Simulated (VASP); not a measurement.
**Al3Co2Ru: relaxation of shape and atoms at fixed volume with PBE**

Crystal: Al3Co2Ru.

```xyz
6
Lattice="4.0684 0.0000 0.0000 -2.0342 3.5234 0.0000 0.0000 0.0000 4.9952" Properties=species:S:1:pos:R:3 pbc="T T T"
Al    0.0000    2.3489    1.6254
Al    2.0342    1.1745    3.3698
Al    0.0000    0.0000    0.0000
Co    0.0000    2.3489    4.1795
Co    2.0342    1.1745    0.8156
Ru    0.0000    0.0000    2.4976
```

```yaml
Program: VASP 6.6.1
Task: relaxation of shape and atoms at fixed volume
Functional: PBE
Potentials_or_basis: VASP PAW PBE potentials, release 64 (Al, Co, Ru_pv)
Cutoff: 600 eV
k_mesh: 12 × 12 × 8
Occupations: gaussian, width 0.1 eV
Spin: no spin polarisation
Dipole_correction: no
Further_INCAR_settings: ALGO = Fast; EDIFF = 1e-06; IBRION = 2; EDIFFG = -0.01; NSW = 50; ISIF = 4
```

```yaml
Energy_gained_by_relaxing: 0.0 meV/atom
Ionic_steps: 3
Pressure_after_relaxing: 5.9 GPa
Largest_force_after_relaxing: 0.007 eV/Å
Band_gap_on_the_k_mesh: zero (an odd number of electrons rules out a gap without spin polarisation)
```

Forces in eV/Å, atoms in the order of the input:
```
Al   0.000  0.000  0.002
Al   0.000  0.000 -0.002
Al   0.000  0.000  0.000
Co   0.000  0.000 -0.007
Co   0.000  0.000  0.007
Ru   0.000  0.000  0.000
```

Final structure:
```xyz
6
Lattice="4.0680 0.0000 0.0000 -2.0340 3.5230 0.0000 0.0000 0.0000 4.9963" Properties=species:S:1:pos:R:3 pbc="T T T"
Al    0.0000    2.3487    1.6233
Al    2.0340    1.1743    3.3730
Al    0.0000    0.0000    0.0000
Co    0.0000    2.3487    4.1805
Co    2.0340    1.1743    0.8158
Ru    0.0000    0.0000    2.4981
```

Levels at points of the mesh, in eV from the Fermi level:
```tsv
k point	band 19	band 20	band 21	band 22	band 23	band 24
(0.00, 0.00, 0.00)	-0.36	-0.36	-0.32	3.36	3.36	4.06
(0.50, 0.00, 0.00)	-1.09	-0.86	-0.84	0.45	1.54	2.37
(0.00, 0.00, 0.50)	0.46	0.46	2.91	2.91	3.12	3.81
(0.50, 0.00, 0.50)	-0.99	-0.89	-0.22	1.01	1.84	2.58
```

Run time: 5.9 min on 1 thread of Intel(R) Xeon(R) Platinum 8559C (Emerald Rapids), on a shared host, peak memory 0.45 GiB.

Caveat: the run has no spin polarisation, though such a crystal can be magnetic. Spin polarisation is off, so any magnetic state and its effect on volume and gap are missing.
